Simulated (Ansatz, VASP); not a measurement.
F in VASP and in Ansatz

```
F
1.0
     0.00000    2.10259    2.10259
     2.10259    0.00000    2.10259
     2.10259    2.10259    0.00000
F
2
Cartesian
  -0.5256 -0.5256 -0.5256
  0.5256 0.5256 0.5256
```

Change from the starting cell: volume scaled by 0.68, LAPW.

Alike in both runs: task single point; functional PBEsol; k mesh 14 × 14 × 14; occupations fermi-dirac, width 0.08 eV; no spin polarisation.

|  | VASP | Ansatz |
| --- | --- | --- |
| version | VASP 6.6.1 | Ansatz 0.2.0 |
| potentials or method | VASP PAW PBE potentials, release 64 (F), cutoff 520 eV | all-electron LAPW, scalar-relativistic |

VASP gave:

```
pressure (GPa) : 46.4
```

Q: What did Ansatz give for the same quantities?

A: Pressure (GPa): 46.9.

VASP's potentials were made for PBE, not for PBEsol. Both programs put the cell under a high pressure, so it lies far from rest at this level. Ansatz ran all-electron here, and VASP with PAW potentials.
